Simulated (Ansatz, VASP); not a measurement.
B: VASP beside Ansatz

```
CELL_PARAMETERS angstrom
-1.36610 1.36610 1.36610
1.36610 -1.36610 1.36610
1.36610 1.36610 -1.36610
ATOMIC_POSITIONS crystal
B 0.00000 0.00000 0.00000
```

Alike in both runs: task single point; functional PBE; k mesh 10 × 10 × 10; occupations gaussian, width 0.1 eV; no spin polarisation.

```csv
,VASP,Ansatz
version,VASP 6.6.1,Ansatz 0.2.0
potentials or method,"VASP PAW PBE potentials, release 64 (B), cutoff 500 eV","scalar-relativistic, plane waves, PAW"
valence electrons in the cell,3,3
```

|  | VASP | Ansatz | Ansatz less VASP |
| --- | --- | --- | --- |
| gap on the k mesh at the Fermi level (eV) | none | none | - |
| pressure (GPa) | -37.2 | -37.2 | +0.06 |

A gap of «none» marks a metal or a gap that the smearing closes. Both programs put the cell under strong tension, so it lies far from rest at this level.

Noted on VASP's run: the cell as given lies far from equilibrium.
